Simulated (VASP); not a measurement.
**Si5Ni: single point with PBE**

System: Si5Ni.

```
Si Ni
1.0
     7.16145   -0.05056   -0.02729
    -0.05056    7.13657   -0.22139
    -0.02729   -0.22139    7.06437
Si Ni
20 4
Direct
  0.70085 0.41308 0.82572
  0.35515 0.30847 0.88243
  0.84664 0.87439 0.42739
  0.46607 0.58569 0.17996
  0.77322 0.49849 0.17446
  0.88617 0.20854 0.46176
  0.92661 0.79514 0.09713
  0.46248 0.09736 0.56676
  0.76837 0.81299 0.81332
  0.75049 0.15224 0.13876
  0.90602 0.14069 0.79047
  0.08198 0.15257 0.11785
  0.12780 0.70056 0.72366
  0.22581 0.32521 0.53133
  0.43518 0.76590 0.90095
  0.53463 0.92628 0.28552
  0.19368 0.92175 0.46596
  0.46373 0.54488 0.64427
  0.86062 0.55696 0.49536
  0.16004 0.49371 0.10655
  0.24713 0.61080 0.40726
  0.58829 0.07610 0.86806
  0.24132 0.84834 0.15422
  0.22384 0.01777 0.81112
```

```json
{"Program": "VASP 6.6.1", "Task": "single point", "Functional": "PBE", "Potentials or basis": "VASP PAW PBE potentials, release 64 (Si, Ni)", "Cutoff": "400 eV", "k mesh": "1 × 1 × 1, shifted", "Occupations": "fermi-dirac, width 0.05 eV", "Spin": "no spin polarisation", "Dipole correction": "no", "Mended": "yes", "Further INCAR settings": "LREAL = Auto; ALGO = Normal; EDIFF = 1e-06; NBANDS = 78; ISYM = -1"}
```

```yaml
Pressure: 4.1 GPa
Largest_force: 1.581 eV/Å
```

Forces in eV/Å, atoms in the order of the input:
```
Si   0.510 -0.492  0.207
Si   0.290  0.452 -0.545
Si  -0.376 -0.327  0.396
Si   0.257  0.834 -0.113
Si   0.104 -0.283 -1.057
Si   0.862  0.913  0.286
Si  -0.069 -0.442  0.472
Si  -0.062  0.658  0.601
Si   0.340 -0.194 -1.091
Si  -0.203  0.050 -0.223
Si   0.319  0.170  0.027
Si   0.178 -0.620 -0.198
Si  -0.354 -0.297 -0.210
Si  -0.666 -0.855  0.288
Si   0.003  1.076 -0.215
Si   0.332 -0.163  0.098
Si  -0.333  0.521  0.240
Si  -0.030 -0.047 -0.436
Si   0.425 -0.428  1.461
Si  -0.539  0.109 -0.041
Ni  -0.560 -0.678  0.541
Ni  -0.187  0.092 -0.308
Ni  -0.212  0.388 -0.382
Ni  -0.030 -0.437  0.202
```

Stress tensor (GPa, compression positive):
```
0.62 4.36 4.83
4.36 5.52 6.12
4.83 6.12 6.18
```

Levels at points of the mesh, in eV from the Fermi level:
```tsv
k point	band 56	band 57	band 58	band 59	band 60	band 61	band 62	band 63	band 64	band 65
(0.25, 0.25, 0.25)	-1.08	-0.89	-0.68	-0.39	-0.23	0.23	0.39	0.69	0.75	0.95
```

Run time: 93 s on 1 thread of AMD EPYC 7R43 64-Core Processor (Zen 3) (shared host), peak memory 0.28 GiB.

Caveat: the atoms stand as in a frame of molecular dynamics. Spin polarisation is off, so any magnetic state and its effect on volume and gap are missing.
